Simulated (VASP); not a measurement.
# Sr (Pm-3n) in VASP: notebook

The runs below take Sr through single point, with PBEsol.

All numbers are computed with VASP 6.6.1; they aren't measurements. Logs are shortened: lines on timing, memory, paths and dates and some standing lists are left out, and cuts for length are marked.

## Step 1: The cell of the first run

It takes space group Pm-3n (No. 223, cubic). The conventional cell has a = 7.487 Å, b = 7.487 Å, c = 7.487 Å, α = 90.00°, β = 90.00°, γ = 90.00°. Sr (site symmetry m-3) has 12 Sr at 4.19 Å within 5.5 Å. Sr (site symmetry -4m2) has 14 Sr at 3.74 to 4.58 Å within 4.9 Å.

## Step 2: Single point, PBEsol

Input file INCAR:

```
PREC = Accurate ; ENCUT = 520
EDIFF = 1E-7 ; ISMEAR = -1
SIGMA = 0.1 ; LREAL = F
LASPH = T ; NELM = 60
ALGO = Normal ; ISIF = 2
LWAVE = F ; LCHARG = F
GGA = PS ; NBANDS = 50
```

Input file KPOINTS:

```
regular mesh
0
Gamma
  4 4 4
```

Input file POSCAR:

```
Sr
1.0
    7.4866337544      0.0000000000      0.0000000000
    0.0000000000      7.4866337544      0.0000000000
    0.0000000000      0.0000000000      7.4866337544
Sr
8
Direct
    0.0000000000      1.0000000000      1.0000000000
    0.5000000000      0.5000000000      0.5000000000
    0.2500000000      0.0000000000      0.5000000000
    0.7500000000      0.0000000000      0.5000000000
    0.5000000000      0.2500000000      1.0000000000
    0.5000000000      0.7500000000      0.0000000000
    1.0000000000      0.5000000000      0.2500000000
    1.0000000000      0.5000000000      0.7500000000
```

Potentials or basis: VASP PAW PBE potentials, release 64 (Sr_sv).

Command:

```
$ cat potpaw_PBE.64/Sr_sv/POTCAR > POTCAR
$ mpirun -np 1 vasp_std > vasp.out
```

OUTCAR:

```text
PREC = Accurate
   ENCUT = 520
   EDIFF = 1E-7
   ISMEAR = -1
   LREAL = F
   LASPH = T
   NELM = 60
   ISIF = 2
   GGA = PS

 ion  position               nearest neighbor table
   1  0.000  0.000  0.000-   3 4.19   4 4.19   5 4.19   6 4.19   7 4.19   8 4.19   3 4.19   4 4.19
                             7 4.19   8 4.19   5 4.19   6 4.19
   2  0.500  0.500  0.500-   3 4.19   4 4.19   5 4.19   6 4.19   7 4.19   8 4.19   5 4.19   6 4.19
                             3 4.19   4 4.19   7 4.19   8 4.19
   3  0.250  0.000  0.500-   4 3.74   4 3.74   1 4.19   1 4.19   2 4.19   2 4.19   8 4.58   5 4.58
                             5 4.58   6 4.58   6 4.58   7 4.58   8 4.58   7 4.58
   4  0.750  0.000  0.500-   3 3.74   3 3.74   1 4.19   1 4.19   2 4.19   2 4.19   8 4.58   5 4.58
                             5 4.58   6 4.58   6 4.58   7 4.58   8 4.58   7 4.58
   5  0.500  0.250  0.000-   6 3.74   6 3.74   1 4.19   2 4.19   2 4.19   1 4.19   8 4.58   4 4.58
                             3 4.58   4 4.58   3 4.58   7 4.58   7 4.58   8 4.58
   6  0.500  0.750  0.000-   5 3.74   5 3.74   1 4.19   2 4.19   2 4.19   1 4.19   8 4.58   4 4.58
                             3 4.58   4 4.58   3 4.58   7 4.58   7 4.58   8 4.58
   7  0.000  0.500  0.250-   8 3.74   8 3.74   1 4.19   2 4.19   1 4.19   2 4.19   3 4.58   4 4.58
                             5 4.58   3 4.58   4 4.58   6 4.58   5 4.58   6 4.58
   8  0.000  0.500  0.750-   7 3.74   7 3.74   1 4.19   2 4.19   1 4.19   2 4.19   3 4.58   4 4.58
                             5 4.58   3 4.58   4 4.58   6 4.58   5 4.58   6 4.58

  LATTYP: Found a simple cubic cell.
 ALAT       =     7.4866337544

  Lattice vectors:

 A1 = (   7.4866337544,   0.0000000000,   0.0000000000)
 A2 = (   0.0000000000,   7.4866337544,   0.0000000000)
 A3 = (   0.0000000000,   0.0000000000,   7.4866337544)

Analysis of symmetry for initial positions (statically):
=====================================================================
 Subroutine PRICEL returns:
 Original cell was already a primitive cell.

 Routine SETGRP: Setting up the symmetry group for a
 simple cubic supercell.

 Subroutine GETGRP returns: Found 48 space group operations
 (whereof 24 operations were pure point group operations)
 out of a pool of 48 trial point group operations.

The static configuration has the point symmetry T_h .
 The point group associated with its full space group is O_h .

Analysis of symmetry for dynamics (positions and initial velocities):
=====================================================================
 Subroutine PRICEL returns:
 Original cell was already a primitive cell.

 Routine SETGRP: Setting up the symmetry group for a
 simple cubic supercell.

 Subroutine GETGRP returns: Found 48 space group operations
 (whereof 24 operations were pure point group operations)
 out of a pool of 48 trial point group operations.

The dynamic configuration has the point symmetry T_h .
 The point group associated with its full space group is O_h .

 Subroutine INISYM returns: Found 48 space group operations
 (whereof 24 operations are pure point group operations),
 and found     1 'primitive' translations

----------------------------------------------------------------------------------------

                                     Primitive cell

  volume of cell :     419.6235

  direct lattice vectors                    reciprocal lattice vectors
     7.486633754  0.000000000  0.000000000     0.133571380  0.000000000  0.000000000
     0.000000000  7.486633754  0.000000000     0.000000000  0.133571380  0.000000000
     0.000000000  0.000000000  7.486633754     0.000000000  0.000000000  0.133571380

  length of vectors
     7.486633754  7.486633754  7.486633754     0.133571380  0.133571380  0.133571380

  position of ions in fractional coordinates (direct lattice)
     0.000000000  0.000000000  0.000000000
     0.500000000  0.500000000  0.500000000
     0.250000000  0.000000000  0.500000000
     0.750000000  0.000000000  0.500000000
     0.500000000  0.250000000  0.000000000
     0.500000000  0.750000000  0.000000000
     0.000000000  0.500000000  0.250000000
     0.000000000  0.500000000  0.750000000

  ion indices of the primitive-cell ions
   primitive index   ion index
                 1           1
                 2           2
                 3           3
                 4           4
                 5           5
                 6           6
                 7           7
                 8           8

----------------------------------------------------------------------------------------

 KPOINTS: regular mesh

Automatic generation of k-mesh.
 Grid dimensions read from file:
 generate k-points for:    4    4    4

 Generating k-lattice:

  Cartesian coordinates                     Fractional coordinates (reciprocal lattice)
     0.033392845  0.000000000  0.000000000     0.250000000  0.000000000  0.000000000
     0.000000000  0.033392845  0.000000000     0.000000000  0.250000000  0.000000000
     0.000000000  0.000000000  0.033392845     0.000000000  0.000000000  0.250000000

  Length of vectors
     0.033392845  0.033392845  0.033392845

  Shift w.r.t. Gamma in fractional coordinates (k-lattice)
     0.000000000  0.000000000  0.000000000

 Subroutine IBZKPT returns following result:
 ===========================================

 Found     10 irreducible k-points:

 Following reciprocal coordinates:
            Coordinates               Weight
  0.000000  0.000000  0.000000      1.000000
  0.250000  0.000000  0.000000      6.000000
  0.500000  0.000000  0.000000      3.000000
  0.250000  0.250000  0.000000     12.000000
  0.500000  0.250000  0.000000     12.000000
  0.500000  0.500000  0.000000      3.000000
  0.250000  0.250000  0.250000      8.000000
  0.500000  0.250000  0.250000     12.000000
  0.500000  0.500000  0.250000      6.000000
  0.500000  0.500000  0.500000      1.000000
   k-points           NKPTS =     10   k-points in BZ     NKDIM =     10   number of bands    NBANDS=     50
   number of dos      NEDOS =    301   number of ions     NIONS =      8
   total plane-waves  NPLWV = 175616
   dimension x,y,z NGX =    56 NGY =   56 NGZ =   56
   dimension x,y,z NGXF=   112 NGYF=  112 NGZF=  112
   ions per type =               8
   NGX,Y,Z   is equivalent  to a cutoff of  12.44, 12.44, 12.44 a.u.
   NGXF,Y,Z  is equivalent  to a cutoff of  24.87, 24.87, 24.87 a.u.
 SYSTEM =  unknown system
   PREC   = accura    normal or accurate (medium, high low for compatibility)
   ISTART =      0    job   : 0-new  1-cont  2-samecut
   ICHARG =      2    charge: 1-file 2-atom 10-const
   ISPIN  =      1    spin polarized calculation?
   LNONCOLLINEAR =      F non collinear calculations
   LSORBIT =      F    spin-orbit coupling
   LASPH  =      T    aspherical Exc in radial PAW
   ENCUT  =  520.0 eV  38.22 Ry    6.18 a.u.  13.92 13.92 13.92*2*pi/ulx,y,z
   NELM   =     60;   NELMIN=  2; NELMDL= -5     # of ELM steps
   EDIFF  = 0.1E-06   stopping-criterion for ELM
   LREAL  =      F    real-space projection
   EDIFFG = 0.1E-05   stopping-criterion for IOM
   NSW    =      0    number of steps for IOM
   IBRION =     -1    ionic relax: 0-MD 1-quasi-New 2-CG
   NFREE  =      0    steps in history (QN), initial steepest desc. (CG)
   ISIF   =      2    stress and relaxation
   ISYM   =      2    0-nonsym 1-usesym 2-fastsym
   POTIM  = 0.5000    time-step for ionic-motion
   TEBEG  =    0.0;   TEEND  =   0.0 temperature during run
   PSTRESS=    0.0 pullay stress
   NELECT =      80.0000    total number of electrons
   NUPDOWN=      -1.0000    fix difference up-down
   EMIN   =  10.00;   EMAX   =-10.00  energy-range for DOS
   EFERMI =   0.00;   METHOD = LEGACY
   ISMEAR =    -1;   SIGMA  =   0.10  broadening in eV -4-tet -1-fermi 0-gaus
   EFERMI_NEDOS =   21; number of points for ismear=-14 and -15
   IALGO  =     38    algorithm
   IMIX   =      4    mixing-type and parameters
     AMIX     =   0.40;   BMIX     =  1.00
     AMIX_MAG =   1.60;   BMIX_MAG =  1.00
  volume/ion in A,a.u.               =      52.45       353.97
  Fermi-wavevector in a.u.,A,eV,Ry     =   0.942218  1.780535 12.078919  0.887775
  Thomas-Fermi vector in A             =   2.069806
   LORBIT       =      0    0 simple, 1 ext, 2 COOP (PROOUT), +10 PAW based schemes
   GGA     = PS    functional components
   LHFCALC =     F    Hartree Fock is set to
   AEXX    =    0.0000 exact exchange contribution
   IVDW    =     0    specifies the selected vdW correction
   LEPSILON=     F    determine dielectric tensor
   LRPA    =     F    only Hartree local field effects (RPA)
 non-spin polarized calculation
  energy-cutoff  :      520.00
  volume of cell :      419.62
 maximum number of plane-waves:     11360
 NGX is ok and might be reduce to    56
   NGX = 27   NGY = 27   NGZ = 27

 number of electron      79.9999998 magnetization

 Free energy of the ion-electron system (eV)
  ---------------------------------------------------
  ext. energy  EPLUGINS =         0.00000000
  ---------------------------------------------------
  free energy    TOTEN  =       -14.58592646 eV

  energy without entropy =      -14.32166582  energy(sigma->0) =      -14.45379614

 E-fermi :   1.6514     XC(G=0):  -7.5766

 val. band max:        1.6394709042   @ k =   0.2500   0.0000   0.0000
 cond. band min:       1.6713930813   @ k =   0.2500   0.0000   0.0000
 fundamental gap:      0.0319221770
 Fermi energy:         1.6514151461

 k-point     1 :       0.0000    0.0000    0.0000
  band No.  band energies     occupation
      1     -34.8174      2.00000
      2     -34.8108      2.00000
      3     -34.7948      2.00000
      4     -34.7948      2.00000
      5     -34.7933      2.00000
      6     -34.7704      2.00000
[... 42 lines left out ...]
     49       2.4103      0.00101
     50       2.4123      0.00099

 k-point     2 :       0.2500    0.0000    0.0000
  band No.  band energies     occupation
      1     -34.8158      2.00000
      2     -34.8110      2.00000
      3     -34.7952      2.00000
      4     -34.7943      2.00000
      5     -34.7910      2.00000
      6     -34.7740      2.00000
[... 42 lines left out ...]
     49       2.4125      0.00099
     50       2.4161      0.00095

 k-point     3 :       0.5000    0.0000    0.0000
  band No.  band energies     occupation
      1     -34.8128      2.00000
      2     -34.8128      2.00000
      3     -34.7953      2.00000
      4     -34.7953      2.00000
      5     -34.7827      2.00000
      6     -34.7827      2.00000
[... 42 lines left out ...]
     49       2.5785      0.00019
     50       2.5814      0.00018

 k-point     4 :       0.2500    0.2500    0.0000
  band No.  band energies     occupation
      1     -34.8145      2.00000
      2     -34.8111      2.00000
      3     -34.7953      2.00000
      4     -34.7917      2.00000
      5     -34.7912      2.00000
      6     -34.7744      2.00000
[... 42 lines left out ...]
     49       2.5186      0.00034
     50       2.5265      0.00032

 k-point     5 :       0.5000    0.2500    0.0000
  band No.  band energies     occupation
      1     -34.8121      2.00000
      2     -34.8121      2.00000
      3     -34.7958      2.00000
      4     -34.7919      2.00000
      5     -34.7831      2.00000
      6     -34.7827      2.00000
[... 42 lines left out ...]
     49       2.6612      0.00008
     50       2.6713      0.00007

 k-point     6 :       0.5000    0.5000    0.0000
  band No.  band energies     occupation
      1     -34.8115      2.00000
      2     -34.8115      2.00000
      3     -34.7965      2.00000
      4     -34.7852      2.00000
      5     -34.7828      2.00000
      6     -34.7828      2.00000
[... 42 lines left out ...]
     49       2.5980      0.00015
     50       2.7500      0.00003

 k-point     7 :       0.2500    0.2500    0.2500
  band No.  band energies     occupation
      1     -34.8134      2.00000
      2     -34.8110      2.00000
      3     -34.7921      2.00000
      4     -34.7917      2.00000
      5     -34.7917      2.00000
      6     -34.7744      2.00000
[... 42 lines left out ...]
     49       2.5808      0.00018
     50       2.6373      0.00010

 k-point     8 :       0.5000    0.2500    0.2500
  band No.  band energies     occupation
      1     -34.8116      2.00000
      2     -34.8116      2.00000
      3     -34.7923      2.00000
      4     -34.7923      2.00000
      5     -34.7831      2.00000
      6     -34.7831      2.00000
[... 42 lines left out ...]
     49       2.6394      0.00010
     50       2.6395      0.00010

 k-point     9 :       0.5000    0.5000    0.2500
  band No.  band energies     occupation
      1     -34.8111      2.00000
      2     -34.8111      2.00000
      3     -34.7927      2.00000
      4     -34.7847      2.00000
      5     -34.7831      2.00000
      6     -34.7831      2.00000
[... 42 lines left out ...]
     49       2.6687      0.00008
     50       2.7361      0.00004

 k-point    10 :       0.5000    0.5000    0.5000
  band No.  band energies     occupation
      1     -34.8108      2.00000
      2     -34.8108      2.00000
      3     -34.7835      2.00000
      4     -34.7835      2.00000
      5     -34.7835      2.00000
      6     -34.7835      2.00000
[... 42 lines left out ...]
     49       2.7144      0.00005
     50       2.7144      0.00005

------------------------ aborting loop because EDIFF is reached ----------------------------------------

  FORCE on cell =-STRESS in cart. coord.  units (eV):
  Direction    XX          YY          ZZ          XY          YZ          ZX
  --------------------------------------------------------------------------------------
  -------------------------------------------------------------------------------------
  Total        0.1395407      0.1395407      0.1395407     -0.0000000      0.0000000      0.0000000
  in kB        0.5327845      0.5327845      0.5327845     -0.0000000      0.0000000      0.0000000
  external PRESSURE =       0.5327845 kB  Pullay stress =       0.0000000 kB

 VOLUME and BASIS-vectors are now :
 -----------------------------------------------------------------------------
  energy-cutoff  :      520.00
  volume of cell :      419.62
      direct lattice vectors                 reciprocal lattice vectors
     7.486633754  0.000000000  0.000000000     0.133571380  0.000000000  0.000000000
     0.000000000  7.486633754  0.000000000     0.000000000  0.133571380  0.000000000
     0.000000000  0.000000000  7.486633754     0.000000000  0.000000000  0.133571380

 POSITION                                       TOTAL-FORCE (eV/Angst)
 -----------------------------------------------------------------------------------
      0.00000      0.00000      0.00000        -0.000000      0.000000     -0.000000
      3.74332      3.74332      3.74332        -0.000000      0.000000     -0.000000
      1.87166      0.00000      3.74332        -0.000000     -0.000000      0.000000
      5.61498      0.00000      3.74332         0.000000     -0.000000     -0.000000
      3.74332      1.87166      0.00000        -0.000000      0.000000     -0.000000
      3.74332      5.61498      0.00000         0.000000     -0.000000      0.000000
      0.00000      3.74332      1.87166        -0.000000     -0.000000      0.000000
      0.00000      3.74332      5.61498        -0.000000      0.000000     -0.000000
 -----------------------------------------------------------------------------------
    total drift:                                0.000000      0.000000      0.000000

  FREE ENERGIE OF THE ION-ELECTRON SYSTEM (eV)
  ---------------------------------------------------
  free  energy   TOTEN  =       -14.5859264587 eV

  energy  without entropy=      -14.3216658239  energy(sigma->0) =      -14.45379614
```

Run time: 2.4 min. Hardware: 1 thread of Intel Xeon 6975P-C (Granite Rapids), shared host; peak memory 0.49 GiB.

Results:

```
Free energy            : -14.5859 eV
Pressure               : 0.1 GPa
Band gap on the k mesh : zero (band 40 reaches 1.88 eV, above the bottom of band 41 at 1.55 eV)
```

Caveat: the PAW data sets were made with another functional, which shifts forces and pressure a little.

(Part 1 of 2 ends here.)
